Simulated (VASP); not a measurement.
# GeSb4Te7 (P-3m1) in VASP: single point with PBEsol

Aim: the single point of GeSb4Te7 with PBEsol.

Everything below comes from runs of VASP 6.6.1. Logs are shortened: lines on timing, memory, paths and dates and some standing lists are left out, and cuts for length are marked.

## (1) The cell of the first run

Symmetry: P-3m1, No. 164, trigonal system. Conventional cell: a = 4.255 Å, b = 4.255 Å, c = 23.368 Å, α = 90.00°, β = 90.00°, γ = 120.00°. Ge (site symmetry -3m) has 6 Te at 2.96 Å within 3.9 Å. Sb (site symmetry 3m) has 6 Te at 3.00 to 3.14 Å within 3.9 Å. Within 3.9 Å of Sb (site symmetry 3m) lie 6 Te at 2.99 to 3.16 Å. Te (site symmetry 3m) has 3 Sb at 3.00 Å and 3 Te at 3.62 Å within 3.9 Å. Te (site symmetry 3m) has 3 Sb at 2.99 Å and 3 Te at 3.62 Å within 3.9 Å. Within 3.9 Å of Te (site symmetry 3m) lie 3 Ge at 2.96 Å and 3 Sb at 3.16 Å. Te (site symmetry -3m) has 6 Sb at 3.14 Å and 12 Te at 4.25 to 4.42 Å within 4.5 Å.

## (2) Single point, PBEsol

The input, POSCAR:

```
GeSb4Te7
1.0
    4.2546405508      0.0000000000      0.0000000000
   -2.1273202754      3.6846268010      0.0000000000
    0.0000000000      0.0000000000     23.3676217802
Ge Sb Te
1 4 7
Direct
    0.0000000000      0.0000000000      0.5000000000
    0.6666666667      0.3333333333      0.9159719094
    0.3333333333      0.6666666667      0.3442998530
    0.3333333333      0.6666666667      0.0840280906
    0.6666666667      0.3333333333      0.6557001470
    0.3333333333      0.6666666667      0.8426438085
    0.6666666667      0.3333333333      0.1573561915
    0.0000000000      0.0000000000      0.7288187779
    0.6666666667      0.3333333333      0.4291742601
    0.3333333333      0.6666666667      0.5708257399
    0.0000000000      0.0000000000      0.0000000000
    0.0000000000      0.0000000000      0.2711812221
```

The input, INCAR.step1:

```
PREC     = Accurate       # precision mode
ENCUT    = 520            # plane-wave cutoff, eV
EDIFF    = 1E-6           # SCF threshold, eV
ISMEAR   = 0              # smearing method
SIGMA    = 0.1            # smearing width, eV
LREAL    = False          # projectors in reciprocal space
LASPH    = True           # aspherical terms in the spheres
NELM     = 60             # most SCF steps
ALGO     = Fast           # electronic algorithm
ISIF     = 2              # what is computed and relaxed
LWAVE    = False          # write WAVECAR
LCHARG   = True           # write CHGCAR
GGA      = PS             # functional
NBANDS   = 50             # bands
```

The input, KPOINTS.step1:

```
regular mesh
0
Gamma
  12 12 2
```

The input, INCAR.step2:

```
PREC     = Accurate       # precision mode
ENCUT    = 520            # plane-wave cutoff, eV
EDIFF    = 1E-6           # SCF threshold, eV
ISMEAR   = -5             # smearing method
SIGMA    = 0.1            # smearing width, eV
LREAL    = False          # projectors in reciprocal space
LASPH    = True           # aspherical terms in the spheres
NELM     = 60             # most SCF steps
ALGO     = Fast           # electronic algorithm
ISIF     = 2              # what is computed and relaxed
LWAVE    = False          # write WAVECAR
LCHARG   = False          # write CHGCAR
GGA      = PS             # functional
LORBIT   = 11             # projections on sites
NBANDS   = 50             # bands
NEDOS    = 1001           # points of the DOS
ICHARG   = 11             # starting density
```

The input, KPOINTS.step2:

```
regular mesh
0
Gamma
  18 18 3
```

Potentials or basis: VASP PAW PBE potentials, release 64 (Ge_d, Sb, Te).

On the command line:

```bash
$ cat potpaw_PBE.64/Ge_d/POTCAR potpaw_PBE.64/Sb/POTCAR potpaw_PBE.64/Te/POTCAR > POTCAR
$ cp INCAR.step1 INCAR
$ cp KPOINTS.step1 KPOINTS
$ mpirun -np 1 vasp_std > vasp.out
$ cp INCAR.step2 INCAR
$ cp KPOINTS.step2 KPOINTS
$ mpirun -np 1 vasp_std > vasp.out
```

OUTCAR:

```text
PREC = Accurate
   ENCUT = 520
   EDIFF = 1E-6
   ISMEAR = -5
   LREAL = False
   LASPH = True
   NELM = 60
   ISIF = 2
   GGA = PS
   LORBIT = 11
   ICHARG = 11

 ion  position               nearest neighbor table
   1  0.000  0.000  0.500-   9 2.96  10 2.96   9 2.96  10 2.96   9 2.96  10 2.96
   2  0.667  0.333  0.916-   6 3.00   6 3.00   6 3.00  11 3.14  11 3.14  11 3.14
   3  0.333  0.667  0.344-  12 2.99  12 2.99  12 2.99   9 3.16   9 3.16   9 3.16
   4  0.333  0.667  0.084-   7 3.00   7 3.00   7 3.00  11 3.14  11 3.14  11 3.14
   5  0.667  0.333  0.656-   8 2.99   8 2.99   8 2.99  10 3.16  10 3.16  10 3.16
   6  0.333  0.667  0.843-   2 3.00   2 3.00   2 3.00   8 3.62   8 3.62   8 3.62
   7  0.667  0.333  0.157-   4 3.00   4 3.00   4 3.00  12 3.62  12 3.62  12 3.62
   8  0.000  0.000  0.729-   5 2.99   5 2.99   5 2.99   6 3.62   6 3.62   6 3.62
   9  0.667  0.333  0.429-   1 2.96   1 2.96   1 2.96   3 3.16   3 3.16   3 3.16
  10  0.333  0.667  0.571-   1 2.96   1 2.96   1 2.96   5 3.16   5 3.16   5 3.16
  11  0.000  0.000  0.000-   2 3.14   4 3.14   2 3.14   4 3.14   2 3.14   4 3.14
  12  0.000  0.000  0.271-   3 2.99   3 2.99   3 2.99   7 3.62   7 3.62   7 3.62

  LATTYP: Found a hexagonal cell.
 ALAT       =     4.2546405508
 C/A-ratio  =     5.4922669732

  Lattice vectors:

 A1 = (   4.2546405508,   0.0000000000,   0.0000000000)
 A2 = (  -2.1273202754,   3.6846268010,   0.0000000000)
 A3 = (   0.0000000000,   0.0000000000,  23.3676217802)

Analysis of symmetry for initial positions (statically):
=====================================================================
 Subroutine PRICEL returns:
 Original cell was already a primitive cell.

 Routine SETGRP: Setting up the symmetry group for a
 hexagonal supercell.

 Subroutine GETGRP returns: Found 12 space group operations
 (whereof 12 operations were pure point group operations)
 out of a pool of 24 trial point group operations.

The static configuration has the point symmetry D_3d.

Analysis of symmetry for dynamics (positions and initial velocities):
=====================================================================
 Subroutine PRICEL returns:
 Original cell was already a primitive cell.

 Routine SETGRP: Setting up the symmetry group for a
 hexagonal supercell.

 Subroutine GETGRP returns: Found 12 space group operations
 (whereof 12 operations were pure point group operations)
 out of a pool of 24 trial point group operations.

The dynamic configuration has the point symmetry D_3d.

 Subroutine INISYM returns: Found 12 space group operations
 (whereof 12 operations are pure point group operations),
 and found     1 'primitive' translations

----------------------------------------------------------------------------------------

                                     Primitive cell

  volume of cell :     366.3287

  direct lattice vectors                    reciprocal lattice vectors
     4.254640551  0.000000000  0.000000000     0.235037482  0.135698953  0.000000000
    -2.127320275  3.684626801  0.000000000     0.000000000  0.271397906  0.000000000
     0.000000000  0.000000000 23.367621780     0.000000000  0.000000000  0.042794256

  length of vectors
     4.254640551  4.254640551 23.367621780     0.271397906  0.271397906  0.042794256

  position of ions in fractional coordinates (direct lattice)
     0.000000000  0.000000000  0.500000000
     0.666666667  0.333333333  0.915971909
     0.333333333  0.666666667  0.344299853
     0.333333333  0.666666667  0.084028091
     0.666666667  0.333333333  0.655700147
     0.333333333  0.666666667  0.842643809
     0.666666667  0.333333333  0.157356191
     0.000000000  0.000000000  0.728818778
     0.666666667  0.333333333  0.429174260
     0.333333333  0.666666667  0.570825740
     0.000000000  0.000000000  0.000000000
     0.000000000  0.000000000  0.271181222

  ion indices of the primitive-cell ions
   primitive index   ion index
                 1           1
                 2           2
                 3           3
                 4           4
                 5           5
                 6           6
                 7           7
                 8           8
                 9           9
                10          10
                11          11
                12          12

----------------------------------------------------------------------------------------

 KPOINTS: regular mesh

Automatic generation of k-mesh.
 Grid dimensions read from file:
 generate k-points for:   18   18    3

 Generating k-lattice:

  Cartesian coordinates                     Fractional coordinates (reciprocal lattice)
     0.013057638  0.007538831  0.000000000     0.055555556  0.000000000  0.000000000
     0.000000000  0.015077661  0.000000000     0.000000000  0.055555556  0.000000000
     0.000000000  0.000000000  0.014264752     0.000000000  0.000000000  0.333333333

  Length of vectors
     0.015077661  0.015077661  0.014264752

  Shift w.r.t. Gamma in fractional coordinates (k-lattice)
     0.000000000  0.000000000  0.000000000

 TETIRR: Found   1374 inequivalent tetrahedra from     5832

 Subroutine IBZKPT returns following result:
 ===========================================

 Found    101 irreducible k-points:

 Following reciprocal coordinates:
            Coordinates               Weight
  0.000000  0.000000  0.000000      1.000000
  0.055556  0.000000  0.000000      6.000000
  0.111111  0.000000  0.000000      6.000000
  0.166667  0.000000  0.000000      6.000000
  0.222222  0.000000  0.000000      6.000000
  0.277778  0.000000  0.000000      6.000000
[... 16 lines left out ...]
  0.333333  0.111111  0.000000     12.000000
  0.388889  0.111111  0.000000     12.000000
 [... further k-points ...]
   k-points           NKPTS =    101   k-points in BZ     NKDIM =    101   number of bands    NBANDS=     50
   number of dos      NEDOS =   1001   number of ions     NIONS =     12
   total plane-waves  NPLWV = 184320
   dimension x,y,z NGX =    32 NGY =   32 NGZ =  180
   dimension x,y,z NGXF=    64 NGYF=   64 NGZF=  360
   ions per type =               1   4   7
   NGX,Y,Z   is equivalent  to a cutoff of  12.50, 12.50, 12.81 a.u.
   NGXF,Y,Z  is equivalent  to a cutoff of  25.01, 25.01, 25.61 a.u.
 SYSTEM =  unknown system
   PREC   = accura    normal or accurate (medium, high low for compatibility)
   ISTART =      0    job   : 0-new  1-cont  2-samecut
   ICHARG =     11    charge: 1-file 2-atom 10-const
   ISPIN  =      1    spin polarized calculation?
   LNONCOLLINEAR =      F non collinear calculations
   LSORBIT =      F    spin-orbit coupling
   LASPH  =      T    aspherical Exc in radial PAW
   ENCUT  =  520.0 eV  38.22 Ry    6.18 a.u.   7.91  7.91 43.45*2*pi/ulx,y,z
   NELM   =     60;   NELMIN=  2; NELMDL=  0     # of ELM steps
   EDIFF  = 0.1E-05   stopping-criterion for ELM
   LREAL  =      F    real-space projection
[... 7 lines left out ...]
   TEBEG  =    0.0;   TEEND  =   0.0 temperature during run
   PSTRESS=    0.0 pullay stress
   NELECT =      76.0000    total number of electrons
   NUPDOWN=      -1.0000    fix difference up-down
   EMIN   =  10.00;   EMAX   =-10.00  energy-range for DOS
   EFERMI =   0.00;   METHOD = LEGACY
   ISMEAR =    -5;   SIGMA  =   0.10  broadening in eV -4-tet -1-fermi 0-gaus
   EFERMI_NEDOS =   21; number of points for ismear=-14 and -15
   IALGO  =     68    algorithm
   IMIX   =      4    mixing-type and parameters
     AMIX     =   0.40;   BMIX     =  1.00
     AMIX_MAG =   1.60;   BMIX_MAG =  1.00
  volume/ion in A,a.u.               =      30.53       206.01
  Fermi-wavevector in a.u.,A,eV,Ry     =   0.969146  1.831420 12.779182  0.939243
  Thomas-Fermi vector in A             =   2.099174
   LORBIT       =     11    0 simple, 1 ext, 2 COOP (PROOUT), +10 PAW based schemes
   GGA     = PS    functional components
   LHFCALC =     F    Hartree Fock is set to
   AEXX    =    0.0000 exact exchange contribution
   IVDW    =     0    specifies the selected vdW correction
   LEPSILON=     F    determine dielectric tensor
   LRPA    =     F    only Hartree local field effects (RPA)
 non-spin polarized calculation
 RMM-DIIS sequential band-by-band and
 Fermi weights with tetrahedron method with Bloechl corrections
  energy-cutoff  :      520.00
  volume of cell :      366.33
 maximum number of plane-waves:      9930

 number of electron      76.0000024 magnetization

 Free energy of the ion-electron system (eV)
  ---------------------------------------------------
  ext. energy  EPLUGINS =         0.00000000
  ---------------------------------------------------
  free energy    TOTEN  =       -49.27890711 eV

  energy without entropy =      -49.27890711  energy(sigma->0) =      -49.27890711

 E-fermi :   6.7468     XC(G=0):  -9.6205

 val. band max:        6.7297018806   @ k =   0.0000   0.0000   0.3333
 cond. band min:       6.8905681840   @ k =   0.0556   0.0000   0.0000
 fundamental gap:      0.1608663034
 Fermi energy:         6.7468071624

 k-point     1 :       0.0000    0.0000    0.0000
  band No.  band energies     occupation
      1     -18.1464      2.00000
      2     -18.1464      2.00000
      3     -18.1388      2.00000
      4     -18.1366      2.00000
      5     -18.1366      2.00000
      6      -6.7429      2.00000
[... 42 lines left out ...]
     49       8.3094      0.00000
     50       8.5086      0.00000
[... 1217 lines left out ...]
     49       9.7863      0.00000
     50       9.8800      0.00000

 [... further k-points ...]
[... 5 lines left out ...]
  --------------------------------------------------------------------------------------
  -------------------------------------------------------------------------------------
  Total        0.1309922      0.1309922      0.1503015      0.0000000     -0.0000000      0.0000000
  in kB        0.5729083      0.5729083      0.6573597      0.0000000     -0.0000000      0.0000000
  external PRESSURE =       0.6010588 kB  Pullay stress =       0.0000000 kB

 VOLUME and BASIS-vectors are now :
 -----------------------------------------------------------------------------
  energy-cutoff  :      520.00
  volume of cell :      366.33
      direct lattice vectors                 reciprocal lattice vectors
     4.254640551  0.000000000  0.000000000     0.235037482  0.135698953  0.000000000
    -2.127320275  3.684626801  0.000000000     0.000000000  0.271397906  0.000000000
     0.000000000  0.000000000 23.367621780     0.000000000  0.000000000  0.042794256

 POSITION                                       TOTAL-FORCE (eV/Angst)
 -----------------------------------------------------------------------------------
      0.00000      0.00000     11.68381        -0.000000      0.000000      0.000000
      2.12732      1.22821     21.40409         0.000000     -0.000000      0.033152
     -0.00000      2.45642      8.04547        -0.000000      0.000000      0.032307
     -0.00000      2.45642      1.96354        -0.000000      0.000000     -0.033152
      2.12732      1.22821     15.32215         0.000000      0.000000     -0.032307
     -0.00000      2.45642     19.69058         0.000000      0.000000     -0.038635
      2.12732      1.22821      3.67704        -0.000000      0.000000      0.038635
      0.00000      0.00000     17.03076         0.000000     -0.000000      0.037347
      2.12732      1.22821     10.02878        -0.000000      0.000000     -0.005521
     -0.00000      2.45642     13.33884         0.000000     -0.000000      0.005521
      0.00000      0.00000      0.00000        -0.000000      0.000000      0.000000
      0.00000      0.00000      6.33686        -0.000000      0.000000     -0.037347
 -----------------------------------------------------------------------------------
    total drift:                                0.000000     -0.000000      0.000000

  FREE ENERGIE OF THE ION-ELECTRON SYSTEM (eV)
  ---------------------------------------------------
  free  energy   TOTEN  =       -49.2789071084 eV

  energy  without entropy=      -49.2789071084  energy(sigma->0) =      -49.27890711

 total charge

# of ion       s       p       d       tot
------------------------------------------
    1        1.326   0.780  10.017  12.123
    2        1.292   0.977   0.051   2.320
    3        1.291   0.978   0.051   2.319
    4        1.292   0.977   0.051   2.320
    5        1.291   0.978   0.051   2.319
    6        1.411   1.887   0.031   3.330
    7        1.411   1.887   0.031   3.330
    8        1.412   1.887   0.032   3.330
    9        1.389   1.934   0.036   3.359
   10        1.389   1.934   0.036   3.359
   11        1.394   1.936   0.034   3.364
   12        1.412   1.887   0.032   3.330
--------------------------------------------------
tot         16.309  18.041  10.454  44.804
```

It took 1.7 h on 1 thread of Oxide Virtual Turin-like, shared host; peak memory 1.5 GiB.

Results:

| Quantity | Value |
| --- | --- |
| Valence electrons inside the program's atomic spheres | Ge 12.12; Sb 2.32; Te 3.33, 3.36 (each value once) |

Caveat: the PAW data sets were made with another functional, which shifts forces and pressure a little; spin-orbit coupling is left out, which moves the levels of the heavy elements.
